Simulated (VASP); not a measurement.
# Li (P6_3/mmc) in VASP: further runs

The runs below take Li through single point, with PBEsol.

All numbers are computed with VASP 6.6.1; they aren't measurements. Logs are shortened: lines on timing, memory, paths and dates and some standing lists are left out, and cuts for length are marked.

**1. The cell of the first run**

Symmetry: P6_3/mmc, No. 194, hexagonal system. Conventional cell: a = 2.226 Å, b = 2.226 Å, c = 3.722 Å, α = 90.00°, β = 90.00°, γ = 120.00°. Within 2.9 Å of Li (site symmetry -6m2) lie 12 Li at 2.23 to 2.26 Å.

This isn't the form of Li at room conditions, which is bcc.

**2. Single point, PBEsol**

INCAR

```
PREC = Accurate ; ENCUT = 520
EDIFF = 1E-6 ; ISMEAR = -1
SIGMA = 0.1 ; LREAL = F
LASPH = T ; NELM = 80
ALGO = Normal ; ISIF = 2
LWAVE = F ; LCHARG = F
GGA = PS ; NBANDS = 10
```

KPOINTS

```
regular mesh
0
Gamma
  16 16 9
```

POSCAR

```
Li
1.0
    2.2264379309      0.0000000000      0.0000000000
   -1.1132189655      1.9281518081      0.0000000000
    0.0000000000      0.0000000000      3.7222731755
Li
2
Direct
    0.3333333333      0.6666666667      0.2500000000
    0.6666666667      0.3333333333      0.7500000000
```

Potentials or basis: VASP PAW PBE potentials, release 64 (Li_sv).

Started as:

```console
> cat potpaw_PBE.64/Li_sv/POTCAR > POTCAR
> mpirun -np 1 vasp_std > vasp.out
```

OUTCAR:

```text
PREC = Accurate
   ENCUT = 520
   EDIFF = 1E-6
   ISMEAR = -1
   LREAL = F
   LASPH = T
   NELM = 80
   ISIF = 2
   GGA = PS

 ion  position               nearest neighbor table
   1  0.333  0.667  0.250-   2 2.26   2 2.26   2 2.26   2 2.26   2 2.26   2 2.26
   2  0.667  0.333  0.750-   1 2.26   1 2.26   1 2.26   1 2.26   1 2.26   1 2.26

  LATTYP: Found a hexagonal cell.
 ALAT       =     2.2264379309
 C/A-ratio  =     1.6718513118

  Lattice vectors:

 A1 = (   2.2264379309,   0.0000000000,   0.0000000000)
 A2 = (  -1.1132189655,   1.9281518081,   0.0000000000)
 A3 = (   0.0000000000,   0.0000000000,   3.7222731755)

Analysis of symmetry for initial positions (statically):
=====================================================================
 Subroutine PRICEL returns:
 Original cell was already a primitive cell.

 Routine SETGRP: Setting up the symmetry group for a
 hexagonal supercell.

 Subroutine GETGRP returns: Found 24 space group operations
 (whereof 12 operations were pure point group operations)
 out of a pool of 24 trial point group operations.

The static configuration has the point symmetry D_3d.
 The point group associated with its full space group is D_6h.

Analysis of symmetry for dynamics (positions and initial velocities):
=====================================================================
 Subroutine PRICEL returns:
 Original cell was already a primitive cell.

 Routine SETGRP: Setting up the symmetry group for a
 hexagonal supercell.

 Subroutine GETGRP returns: Found 24 space group operations
 (whereof 12 operations were pure point group operations)
 out of a pool of 24 trial point group operations.

The dynamic configuration has the point symmetry D_3d.
 The point group associated with its full space group is D_6h.

 Subroutine INISYM returns: Found 24 space group operations
 (whereof 12 operations are pure point group operations),
 and found     1 'primitive' translations

----------------------------------------------------------------------------------------

                                     Primitive cell

  volume of cell :      15.9794

  direct lattice vectors                    reciprocal lattice vectors
     2.226437931  0.000000000  0.000000000     0.449147935  0.259315681  0.000000000
    -1.113218965  1.928151808  0.000000000     0.000000000  0.518631363  0.000000000
     0.000000000  0.000000000  3.722273175     0.000000000  0.000000000  0.268653039

  length of vectors
     2.226437931  2.226437931  3.722273175     0.518631363  0.518631363  0.268653039

  position of ions in fractional coordinates (direct lattice)
     0.333333333  0.666666667  0.250000000
     0.666666667  0.333333333  0.750000000

  ion indices of the primitive-cell ions
   primitive index   ion index
                 1           1
                 2           2

----------------------------------------------------------------------------------------

 KPOINTS: regular mesh

Automatic generation of k-mesh.
 Grid dimensions read from file:
 generate k-points for:   16   16    9

 Generating k-lattice:

  Cartesian coordinates                     Fractional coordinates (reciprocal lattice)
     0.028071746  0.016207230  0.000000000     0.062500000  0.000000000  0.000000000
     0.000000000  0.032414460  0.000000000     0.000000000  0.062500000  0.000000000
     0.000000000  0.000000000  0.029850338     0.000000000  0.000000000  0.111111111

  Length of vectors
     0.032414460  0.032414460  0.029850338

  Shift w.r.t. Gamma in fractional coordinates (k-lattice)
     0.000000000  0.000000000  0.000000000

 Subroutine IBZKPT returns following result:
 ===========================================

 Found    150 irreducible k-points:

 Following reciprocal coordinates:
            Coordinates               Weight
  0.000000  0.000000  0.000000      1.000000
  0.062500  0.000000  0.000000      6.000000
  0.125000  0.000000  0.000000      6.000000
  0.187500 -0.000000  0.000000      6.000000
  0.250000  0.000000  0.000000      6.000000
  0.312500 -0.000000  0.000000      6.000000
[... 16 lines left out ...]
  0.187500  0.187500  0.000000      6.000000
  0.250000  0.187500  0.000000     12.000000
 [... further k-points ...]
   k-points           NKPTS =    150   k-points in BZ     NKDIM =    150   number of bands    NBANDS=     10
   number of dos      NEDOS =    301   number of ions     NIONS =      2
   total plane-waves  NPLWV =   9072
   dimension x,y,z NGX =    18 NGY =   18 NGZ =   28
   dimension x,y,z NGXF=    36 NGYF=   36 NGZF=   56
   ions per type =               2
   NGX,Y,Z   is equivalent  to a cutoff of  13.44, 13.44, 12.51 a.u.
   NGXF,Y,Z  is equivalent  to a cutoff of  26.88, 26.88, 25.01 a.u.
 SYSTEM =  unknown system
   PREC   = accura    normal or accurate (medium, high low for compatibility)
   ISTART =      0    job   : 0-new  1-cont  2-samecut
   ICHARG =      2    charge: 1-file 2-atom 10-const
   ISPIN  =      1    spin polarized calculation?
   LNONCOLLINEAR =      F non collinear calculations
   LSORBIT =      F    spin-orbit coupling
   LASPH  =      T    aspherical Exc in radial PAW
   ENCUT  =  520.0 eV  38.22 Ry    6.18 a.u.   4.14  4.14  6.92*2*pi/ulx,y,z
   NELM   =     80;   NELMIN=  2; NELMDL= -5     # of ELM steps
   EDIFF  = 0.1E-05   stopping-criterion for ELM
   LREAL  =      F    real-space projection
   EDIFFG = 0.1E-04   stopping-criterion for IOM
   NSW    =      0    number of steps for IOM
   IBRION =     -1    ionic relax: 0-MD 1-quasi-New 2-CG
   NFREE  =      0    steps in history (QN), initial steepest desc. (CG)
   ISIF   =      2    stress and relaxation
   ISYM   =      2    0-nonsym 1-usesym 2-fastsym
   POTIM  = 0.5000    time-step for ionic-motion
   TEBEG  =    0.0;   TEEND  =   0.0 temperature during run
   PSTRESS=    0.0 pullay stress
   NELECT =       6.0000    total number of electrons
   NUPDOWN=      -1.0000    fix difference up-down
   EMIN   =  10.00;   EMAX   =-10.00  energy-range for DOS
   EFERMI =   0.00;   METHOD = LEGACY
   ISMEAR =    -1;   SIGMA  =   0.10  broadening in eV -4-tet -1-fermi 0-gaus
   EFERMI_NEDOS =   21; number of points for ismear=-14 and -15
   IALGO  =     38    algorithm
   IMIX   =      4    mixing-type and parameters
     AMIX     =   0.40;   BMIX     =  1.00
     AMIX_MAG =   1.60;   BMIX_MAG =  1.00
  volume/ion in A,a.u.               =       7.99        53.92
  Fermi-wavevector in a.u.,A,eV,Ry     =   1.181060  2.231879 18.978798  1.394902
  Thomas-Fermi vector in A             =   2.317340
   LORBIT       =      0    0 simple, 1 ext, 2 COOP (PROOUT), +10 PAW based schemes
   GGA     = PS    functional components
   LHFCALC =     F    Hartree Fock is set to
   AEXX    =    0.0000 exact exchange contribution
   IVDW    =     0    specifies the selected vdW correction
   LEPSILON=     F    determine dielectric tensor
   LRPA    =     F    only Hartree local field effects (RPA)
 non-spin polarized calculation
  energy-cutoff  :      520.00
  volume of cell :       15.98
 maximum number of plane-waves:       440
 NGX is ok and might be reduce to    18
   NGX =  9   NGY =  9   NGZ = 13

 number of electron       6.0000002 magnetization

 Free energy of the ion-electron system (eV)
  ---------------------------------------------------
  ext. energy  EPLUGINS =         0.00000000
  ---------------------------------------------------
  free energy    TOTEN  =        -1.66164518 eV

  energy without entropy =       -1.63820261  energy(sigma->0) =       -1.64992390

 E-fermi :   4.5066     XC(G=0):  -9.7307

 val. band max:        4.5050655055   @ k =   0.1875   0.0625   0.2222
 cond. band min:       4.5603692537   @ k =   0.4375   0.1250   0.1111
 fundamental gap:      0.0553037482
 Fermi energy:         4.5066427985

 k-point     1 :       0.0000    0.0000    0.0000
  band No.  band energies     occupation
      1     -40.6489      2.00000
      2     -40.2092      2.00000
      3       0.6693      2.00000
      4       3.5669      1.99983
      5      12.2601      0.00000
      6      28.1092      0.00000
      7      28.1092      0.00000
      8      30.5007      0.00000
      9      30.5007      0.00000
     10      30.5719      0.00000

 k-point     2 :       0.0625    0.0000    0.0000
  band No.  band energies     occupation
      1     -40.6330      2.00000
      2     -40.2013      2.00000
      3       0.7269      2.00000
      4       3.7226      1.99921
      5      12.1662      0.00000
      6      26.8920      0.00000
      7      27.0972      0.00000
      8      30.5278      0.00000
      9      30.6043      0.00000
     10      31.1695      0.00000

 k-point     3 :       0.1250    0.0000    0.0000
  band No.  band energies     occupation
      1     -40.5868      2.00000
      2     -40.1787      2.00000
      3       0.9038      2.00000
      4       4.1893      1.91967
      5      11.8962      0.00000
      6      24.4053      0.00000
      7      25.4821      0.00000
      8      30.1647      0.00000
      9      30.9811      0.00000
     10      31.4549      0.00000

 k-point     4 :       0.1875   -0.0000    0.0000
  band No.  band energies     occupation
      1     -40.5163      2.00000
      2     -40.1460      2.00000
      3       1.2073      2.00000
      4       4.9662      0.01999
      5      11.4510      0.00000
      6      21.8444      0.00000
      7      23.9667      0.00000
      8      28.5348      0.00000
      9      28.8966      0.00000
     10      30.8476      0.00000

 k-point     5 :       0.2500    0.0000    0.0000
  band No.  band energies     occupation
      1     -40.4304      2.00000
      2     -40.1095      2.00000
      3       1.6486      2.00000
      4       6.0518      0.00000
      5      10.8013      0.00000
      6      19.7111      0.00000
      7      22.6750      0.00000
      8      25.5376      0.00000
      9      26.1655      0.00000
     10      29.9584      0.00000

 k-point     6 :       0.3125   -0.0000    0.0000
  band No.  band energies     occupation
      1     -40.3399      2.00000
      2     -40.0768      2.00000
      3       2.2344      2.00000
      4       7.4431      0.00000
      5       9.8957      0.00000
      6      18.2585      0.00000
      7      21.6520      0.00000
      8      22.2672      0.00000
      9      23.7700      0.00000
     10      29.1329      0.00000
[... 183 lines left out ...]
 k-point    21 :       0.3750    0.1250    0.0000
  band No.  band energies     occupation
      1     -40.1747      2.00000
      2     -40.0419      2.00000
      3       4.0539      1.97861
      4       8.0647      0.00000
      5      11.5350      0.00000
      6      14.8285      0.00000
      7      16.7534      0.00000
      8      17.4141      0.00000
      9      25.3779      0.00000
     10      26.7455      0.00000

 k-point    22 :       0.4375    0.1250    0.0000
  band No.  band energies     occupation
      1     -40.1512      2.00000
      2     -40.0425      2.00000
      3       4.4974      1.04605
      4       7.4947      0.00000
      5      13.1310      0.00000
      6      14.8559      0.00000
      7      14.8677      0.00000
      8      16.9569      0.00000
      9      25.1855      0.00000
     10      26.5884      0.00000

 k-point    23 :       0.1875    0.1875    0.0000
  band No.  band energies     occupation
      1     -40.3191      2.00000
      2     -40.0691      2.00000
      3       2.4275      2.00000
      4       7.7528      0.00000
      5      10.4857      0.00000
      6      15.4951      0.00000
      7      19.8985      0.00000
      8      23.8936      0.00000
      9      26.5157      0.00000
     10      28.3737      0.00000

 k-point    24 :       0.2500    0.1875    0.0000
  band No.  band energies     occupation
      1     -40.2423      2.00000
      2     -40.0489      2.00000
      3       3.1675      2.00000
      4       9.2896      0.00000
      5       9.9904      0.00000
      6      13.6925      0.00000
      7      18.3990      0.00000
      8      21.3835      0.00000
      9      24.8386      0.00000
     10      27.7448      0.00000

 [... further k-points ...]

------------------------ aborting loop because EDIFF is reached ----------------------------------------

  FORCE on cell =-STRESS in cart. coord.  units (eV):
  Direction    XX          YY          ZZ          XY          YZ          ZX
  --------------------------------------------------------------------------------------
  -------------------------------------------------------------------------------------
  Total        5.9253213      5.9253213      5.9262792     -0.0000000      0.0000000     -0.0000000
  in kB      594.1039367    594.1039367    594.1999768     -0.0000000      0.0000000     -0.0000000
  external PRESSURE =     594.1359501 kB  Pullay stress =       0.0000000 kB

 VOLUME and BASIS-vectors are now :
 -----------------------------------------------------------------------------
  energy-cutoff  :      520.00
  volume of cell :       15.98
      direct lattice vectors                 reciprocal lattice vectors
     2.226437931  0.000000000  0.000000000     0.449147935  0.259315681  0.000000000
    -1.113218965  1.928151808  0.000000000     0.000000000  0.518631363  0.000000000
     0.000000000  0.000000000  3.722273175     0.000000000  0.000000000  0.268653039

 POSITION                                       TOTAL-FORCE (eV/Angst)
 -----------------------------------------------------------------------------------
     -0.00000      1.28543      0.93057        -0.000000     -0.000000      0.000000
      1.11322      0.64272      2.79170         0.000000      0.000000      0.000000
 -----------------------------------------------------------------------------------
    total drift:                               -0.000000      0.000000      0.000000

  FREE ENERGIE OF THE ION-ELECTRON SYSTEM (eV)
  ---------------------------------------------------
  free  energy   TOTEN  =        -1.6616451814 eV

  energy  without entropy=       -1.6382026141  energy(sigma->0) =       -1.64992390
```

Run time: 13 s. Hardware: 1 thread of AMD EPYC 7R13 (Zen 3), shared host; peak memory 0.1 GiB.

What came out:

```yaml
Free_energy: -1.6616 eV
Band_gap_on_the_k_mesh: zero (bands 3 and 4 overlap by 5.55 eV)
```

Caveat: the cutoff is under 1.25 times the usual one of these potentials, so pressure, stress and relaxed cells hold a basis-set (Pulay) error; the PAW data sets were made with another functional, which shifts forces and pressure a little.

[end of part 1 of 2]
